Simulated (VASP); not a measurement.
# Be (P6_3/mmc) in VASP: relaxation of shape and atoms at fixed volume with r2SCAN

Aim: the relaxation of shape and atoms at fixed volume of Be with r2SCAN.

Program: VASP 6.6.1. These are calculated values, not measurements. Logs are shortened: lines on timing, memory, paths and dates and some standing lists are left out, and cuts for length are marked.

**1. The cell of the first run**

Symmetry: P6_3/mmc, No. 194, hexagonal system. Conventional cell: a = 2.310 Å, b = 2.310 Å, c = 3.630 Å, α = 90.00°, β = 90.00°, γ = 120.00°. Be (site symmetry -6m2) has 12 Be at 2.25 to 2.31 Å within 3.0 Å.

**2. Relaxation of shape and atoms at fixed volume, r2SCAN (8.38 Å³/atom)**

POSCAR

```
Be
1.0
    2.3095395568      0.0000000000      0.0000000000
   -1.1547697784      2.0001199272      0.0000000000
    0.0000000000      0.0000000000      3.6296898944
Be
2
Direct
    0.3333333333      0.6666666667      0.2500000000
    0.6666666667      0.3333333333      0.7500000000
```

INCAR.step1

```
PREC     = Accurate       # precision mode
ENCUT    = 600            # plane-wave cutoff, eV
ISMEAR   = 0              # smearing method
SIGMA    = 0.1            # smearing width, eV
LREAL    = F              # projectors in reciprocal space
LASPH    = T              # aspherical terms in the spheres
NELM     = 100            # most SCF steps
GGA      = PE             # functional
ALGO     = Normal         # electronic algorithm
EDIFF    = 1E-4           # SCF threshold, eV
LWAVE    = T              # write WAVECAR
LCHARG   = F              # write CHGCAR
```

INCAR.step2

```
PREC     = Accurate       # precision mode
ENCUT    = 600            # plane-wave cutoff, eV
EDIFF    = 1E-6           # SCF threshold, eV
ISMEAR   = 0              # smearing method
SIGMA    = 0.1            # smearing width, eV
LREAL    = F              # projectors in reciprocal space
LASPH    = T              # aspherical terms in the spheres
NELM     = 100            # most SCF steps
ALGO     = Normal         # electronic algorithm
ISIF     = 4              # what is computed and relaxed
LWAVE    = F              # write WAVECAR
LCHARG   = F              # write CHGCAR
METAGGA  = R2SCAN         # meta-GGA
LMIXTAU  = T            
IBRION   = 2              # ionic algorithm
NSW      = 50             # ionic steps
EDIFFG   = -0.01          # ionic threshold
ISTART   = 1
```

KPOINTS

```
regular mesh
0
Gamma
  24 24 12
```

Potentials or basis: VASP PAW PBE potentials, release 64 (Be).

Run with:

```console
$ cat potpaw_PBE.64/Be/POTCAR > POTCAR
$ cp INCAR.step1 INCAR
$ mpirun -np 1 vasp_std > vasp.out
$ cp INCAR.step2 INCAR
$ mpirun -np 1 vasp_std > vasp.out
```

OUTCAR:

```text
PREC = Accurate
   ENCUT = 600
   EDIFF = 1E-6
   ISMEAR = 0
   LREAL = F
   LASPH = T
   NELM = 100
   ISIF = 4
   METAGGA = R2SCAN
   IBRION = 2
   NSW = 50
   EDIFFG = -0.01
   ISTART = 1

 ion  position               nearest neighbor table
   1  0.333  0.667  0.250-   2 2.25   2 2.25   2 2.25   2 2.25   2 2.25   2 2.25
   2  0.667  0.333  0.750-   1 2.25   1 2.25   1 2.25   1 2.25   1 2.25   1 2.25

  LATTYP: Found a hexagonal cell.
 ALAT       =     2.3095395568
 C/A-ratio  =     1.5716075889

  Lattice vectors:

 A1 = (   2.3095395568,   0.0000000000,   0.0000000000)
 A2 = (  -1.1547697784,   2.0001199272,   0.0000000000)
 A3 = (   0.0000000000,   0.0000000000,   3.6296898944)

Analysis of symmetry for initial positions (statically):
=====================================================================
 Subroutine PRICEL returns:
 Original cell was already a primitive cell.

 Routine SETGRP: Setting up the symmetry group for a
 hexagonal supercell.

 Subroutine GETGRP returns: Found 24 space group operations
 (whereof 12 operations were pure point group operations)
 out of a pool of 24 trial point group operations.

The static configuration has the point symmetry D_3d.
 The point group associated with its full space group is D_6h.

Analysis of symmetry for dynamics (positions and initial velocities):
=====================================================================
 Subroutine PRICEL returns:
 Original cell was already a primitive cell.

 Routine SETGRP: Setting up the symmetry group for a
 hexagonal supercell.

 Subroutine GETGRP returns: Found 24 space group operations
 (whereof 12 operations were pure point group operations)
 out of a pool of 24 trial point group operations.

The dynamic configuration has the point symmetry D_3d.
 The point group associated with its full space group is D_6h.

 Subroutine INISYM returns: Found 24 space group operations
 (whereof 12 operations are pure point group operations),
 and found     1 'primitive' translations

----------------------------------------------------------------------------------------

                                     Primitive cell

  volume of cell :      16.7668

  direct lattice vectors                    reciprocal lattice vectors
     2.309539557  0.000000000  0.000000000     0.432986738  0.249985010  0.000000000
    -1.154769778  2.000119927  0.000000000     0.000000000  0.499970020  0.000000000
     0.000000000  0.000000000  3.629689894     0.000000000  0.000000000  0.275505630

  length of vectors
     2.309539557  2.309539557  3.629689894     0.499970020  0.499970020  0.275505630

  position of ions in fractional coordinates (direct lattice)
     0.333333333  0.666666667  0.250000000
     0.666666667  0.333333333  0.750000000

  ion indices of the primitive-cell ions
   primitive index   ion index
                 1           1
                 2           2

----------------------------------------------------------------------------------------

 KPOINTS: regular mesh

Automatic generation of k-mesh.
 Grid dimensions read from file:
 generate k-points for:   24   24   12

 Generating k-lattice:

  Cartesian coordinates                     Fractional coordinates (reciprocal lattice)
     0.018041114  0.010416042  0.000000000     0.041666667  0.000000000  0.000000000
     0.000000000  0.020832084  0.000000000     0.000000000  0.041666667  0.000000000
     0.000000000  0.000000000  0.022958802     0.000000000  0.000000000  0.083333333

[... 56 lines left out ...]
   EDIFF  = 0.1E-05   stopping-criterion for ELM
   LREAL  =      F    real-space projection
   EDIFFG = -.1E-01   stopping-criterion for IOM
   NSW    =     50    number of steps for IOM
   IBRION =      2    ionic relax: 0-MD 1-quasi-New 2-CG
   NFREE  =      1    steps in history (QN), initial steepest desc. (CG)
   ISIF   =      4    stress and relaxation
   ISYM   =      2    0-nonsym 1-usesym 2-fastsym
   POTIM  = 0.5000    time-step for ionic-motion
   TEBEG  =    0.0;   TEEND  =   0.0 temperature during run
   PSTRESS=    0.0 pullay stress
   NELECT =       4.0000    total number of electrons
   NUPDOWN=      -1.0000    fix difference up-down
   EMIN   =  10.00;   EMAX   =-10.00  energy-range for DOS
   EFERMI =   0.00;   METHOD = LEGACY
   ISMEAR =     0;   SIGMA  =   0.10  broadening in eV -4-tet -1-fermi 0-gaus
   EFERMI_NEDOS =   21; number of points for ismear=-14 and -15
   IALGO  =     38    algorithm
   IMIX   =      4    mixing-type and parameters
     AMIX     =   0.40;   BMIX     =  1.00
     AMIX_MAG =   1.60;   BMIX_MAG =  1.00
  volume/ion in A,a.u.               =       8.38        56.57
  Fermi-wavevector in a.u.,A,eV,Ry     =   1.015339  1.918713 14.026434  1.030914
  Thomas-Fermi vector in A             =   2.148619
   LORBIT       =      0    0 simple, 1 ext, 2 COOP (PROOUT), +10 PAW based schemes
   METAGGA = R2SCAN    functional components
   LHFCALC =     F    Hartree Fock is set to
   AEXX    =    0.0000 exact exchange contribution
   IVDW    =     0    specifies the selected vdW correction
   LEPSILON=     F    determine dielectric tensor
   LRPA    =     F    only Hartree local field effects (RPA)
 conjugate gradient relaxation of ions
 non-spin polarized calculation
 Gauss-broadening in eV      SIGMA  =   0.10
  energy-cutoff  :      600.00
  volume of cell :       16.77
 maximum number of plane-waves:       574
   NGX =  9   NGY =  9   NGZ = 15

--------------------------------------- Ionic step        1  -------------------------------------------

 number of electron       4.0000000 magnetization

 Free energy of the ion-electron system (eV)
  ---------------------------------------------------
  ext. energy  EPLUGINS =         0.00000000
  ---------------------------------------------------
  free energy    TOTEN  =        -8.66020779 eV

  energy without entropy =       -8.65920629  energy(sigma->0) =       -8.65970704

------------------------ aborting loop because EDIFF is reached ----------------------------------------

  FORCE on cell =-STRESS in cart. coord.  units (eV):
  Direction    XX          YY          ZZ          XY          YZ          ZX
  --------------------------------------------------------------------------------------
  -------------------------------------------------------------------------------------
  Total       -0.6590168     -0.6590168     -0.6996761      0.0000000      0.0000000      0.0000000
  in kB      -62.9732468    -62.9732468    -66.8585037      0.0000000      0.0000000      0.0000000
  external PRESSURE =     -64.2683324 kB  Pullay stress =       0.0000000 kB

 VOLUME and BASIS-vectors are now :
 -----------------------------------------------------------------------------
  energy-cutoff  :      600.00
  volume of cell :       16.77
      direct lattice vectors                 reciprocal lattice vectors
     2.309539557  0.000000000  0.000000000     0.432986738  0.249985010  0.000000000
    -1.154769778  2.000119927  0.000000000     0.000000000  0.499970020  0.000000000
     0.000000000  0.000000000  3.629689894     0.000000000  0.000000000  0.275505630

 POSITION                                       TOTAL-FORCE (eV/Angst)
 -----------------------------------------------------------------------------------
     -0.00000      1.33341      0.90742         0.000000     -0.000000      0.000000
      1.15477      0.66671      2.72227        -0.000000      0.000000      0.000000
 -----------------------------------------------------------------------------------
    total drift:                                0.000000     -0.000000      0.000000

  FREE ENERGIE OF THE ION-ELECTRON SYSTEM (eV)
  ---------------------------------------------------
  free  energy   TOTEN  =        -8.6602077945 eV

  energy  without entropy=       -8.6592062908  energy(sigma->0) =       -8.65970704

--------------------------------------- Ionic step        2  -------------------------------------------

 number of electron       4.0000000 magnetization

 Free energy of the ion-electron system (eV)
  ---------------------------------------------------
  ext. energy  EPLUGINS =         0.00000000
  ---------------------------------------------------
  free energy    TOTEN  =        -8.66022369 eV

  energy without entropy =       -8.65923679  energy(sigma->0) =       -8.65973024

 E-fermi :   6.6105     XC(G=0): -11.0596

 val. band max:        6.5930442940   @ k =   0.2917   0.2917   0.0000
 cond. band min:       6.6472003158   @ k =   0.2917   0.2500   0.0000
 fundamental gap:      0.0541560218
 Fermi energy:         6.6105326364

 k-point     1 :       0.0000    0.0000    0.0000
  band No.  band energies     occupation
      1      -5.2444      2.00000
      2       2.1479      2.00000
      3       7.5775      0.00000
      4      23.1852      0.00000
      5      23.1852      0.00000
      6      26.1191      0.00000
[... 199 lines left out ...]
 k-point    24 :       0.4583    0.0417    0.0000
  band No.  band energies     occupation
      1       1.3421      2.00000
      2       3.5630      2.00000
      3      10.3058      0.00000
      4      13.4533      0.00000
      5      13.5009      0.00000
      6      15.2812      0.00000

 [... further k-points ...]

------------------------ aborting loop because EDIFF is reached ----------------------------------------

  FORCE on cell =-STRESS in cart. coord.  units (eV):
  Direction    XX          YY          ZZ          XY          YZ          ZX
  --------------------------------------------------------------------------------------
  -------------------------------------------------------------------------------------
  Total       -0.6690594     -0.6690594     -0.6771152      0.0000000      0.0000000      0.0000000
  in kB      -63.9328793    -63.9328793    -64.7026637      0.0000000      0.0000000      0.0000000
  external PRESSURE =     -64.1894741 kB  Pullay stress =       0.0000000 kB

 VOLUME and BASIS-vectors are now :
 -----------------------------------------------------------------------------
  energy-cutoff  :      600.00
  volume of cell :       16.77
      direct lattice vectors                 reciprocal lattice vectors
     2.310294836 -0.000000000  0.000000000     0.432845187  0.249903285 -0.000000000
    -1.155147418  2.000774018  0.000000000     0.000000000  0.499806570 -0.000000000
     0.000000000  0.000000000  3.627317054    -0.000000000 -0.000000000  0.275685854

 POSITION                                       TOTAL-FORCE (eV/Angst)
 -----------------------------------------------------------------------------------
     -0.00000      1.33385      0.90683        -0.000000      0.000000      0.000000
      1.15515      0.66692      2.72049         0.000000     -0.000000      0.000000
 -----------------------------------------------------------------------------------
    total drift:                                0.000000     -0.000000      0.000000

  FREE ENERGIE OF THE ION-ELECTRON SYSTEM (eV)
  ---------------------------------------------------
  free  energy   TOTEN  =        -8.6602236919 eV

  energy  without entropy=       -8.6592367943  energy(sigma->0) =       -8.65973024

 reached required accuracy - stopping structural energy minimisation
```

It took 75 s on 1 thread of AMD EPYC 9R45 (Zen 5), shared host; peak memory 0.13 GiB.

Results:

```
Free energy               : -8.6602 eV
Energy gained by relaxing : 0.0 meV/atom
Ionic steps               : 2
Pressure after relaxing   : -6.4 GPa
Band gap on the k mesh    : zero (bands 2 and 3 overlap by 2.15 eV)
```

Stress tensor (GPa, compression positive):
```
-6.39  0.00  0.00
 0.00 -6.39  0.00
 0.00  0.00 -6.47
```

Final structure:
```
CELL_PARAMETERS angstrom
2.31029 0.00000 0.00000
-1.15515 2.00077 0.00000
0.00000 0.00000 3.62732
ATOMIC_POSITIONS crystal
Be 0.33333 0.66667 0.25000
Be 0.66667 0.33333 0.75000
```

Caveat: the PAW data sets were made with another functional, which shifts forces and pressure a little.

The gap in the log of VASP goes by the Fermi energy; the results here count the filled bands.